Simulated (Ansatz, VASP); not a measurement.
Cu: VASP beside Ansatz

```xyz
2
Lattice="1.2185 -3.9764 0.0000 1.2185 3.9764 0.0000 0.0000 0.0000 2.4755" Properties=species:S:1:pos:R:3 pbc="T T T"
Cu    1.2185    2.9118    0.6189
Cu    1.2185   -2.9118    1.8566
```

Alike in both runs: task single point; functional LDA; k mesh 14 × 14 × 13; occupations fermi-dirac, width 0.1 eV; no spin polarisation.

```csv
,VASP,Ansatz
version,VASP 6.6.1,Ansatz 0.2.0
potentials or method,"VASP PAW LDA potentials, release 64 (Cu), cutoff 520 eV",all-electron (LAPW or listed datasets)
```

VASP gave:

```
gap on the k mesh at the Fermi level (eV)                     : none
pressure (GPa)                                                : -6.5
traceless stress, the component that is largest in VASP (GPa) : -0.51
rms of the force components (eV/Å)                            : 0.024
```

Problem. Which values does Ansatz return?

Solution. gap on the k mesh at the Fermi level (eV): none; pressure (GPa): -7.5; traceless stress, the component that is largest in VASP (GPa): -0.57; rms of the force components (eV/Å): 0.028.

LDA's correlation is that of Perdew and Zunger in VASP and of Perdew and Wang (1992) in Ansatz. Atom by atom the forces differ by 0.004 eV/Å (rms over components). A gap of «none» marks a metal or a gap that the smearing closes. Ansatz ran all-electron here, and VASP with PAW potentials.
